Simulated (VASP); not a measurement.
Wanted: the native input for a VASP 6.6.1 run.

```yaml
Task: single point
Functional: PBE
Potentials_or_basis: VASP PAW PBE potentials, release 64 (Cu, As)
Cutoff: 520 eV
k_mesh: 6 × 6 × 6
Occupations: fermi-dirac, width 0.05 eV
Spin: no spin polarisation
Dipole_correction: no
Further_INCAR_settings: ALGO = Normal; EDIFF = 1e-06; NBANDS = 21
```

The structure of CuAs3 lies in POSCAR:

```
CuAs3
1.0
    0.0000000000      3.8316845500      3.8316845500
    3.8316845500      0.0000000000      3.8316845500
    3.8316845500      3.8316845500      0.0000000000
Cu As
1 3
Direct
    0.0000000000      0.0000000000      0.0000000000
    0.2500000000      0.2500000000      0.2500000000
    0.7500000000      0.7500000000      0.7500000000
    0.5000000000      0.5000000000      0.5000000000
```

One way to write it, as run:

INCAR

```
SYSTEM = CuAs3
ALGO = Normal
EDIFF = 1E-6
ENCUT = 520
GGA = PE
ISIF = 2
ISMEAR = -1
LASPH = .True.
LCHARG = .False.
LREAL = .False.
LWAVE = .False.
NBANDS = 21
NELM = 80
PREC = Accurate
SIGMA = 0.05
```

KPOINTS

```
k-points
0
Gamma
  6 6 6
  0 0 0
```

Potentials or basis: VASP PAW PBE potentials, release 64 (Cu, As).

The run is started by

```console
$ cat potpaw_PBE.64/Cu/POTCAR potpaw_PBE.64/As/POTCAR > POTCAR
$ mpirun -np 1 vasp_std > vasp.out
```

It gave:

```json
{
  "Pressure": "-13.7 GPa",
  "Band gap on the k mesh": "zero (bands 13 and 14 overlap by 1.65 eV)"
}
```

Caveat: the cell stands under tension.

Run time: 63 s on 1 thread of Intel Xeon 8259CL (shared host), peak memory 0.26 GiB.
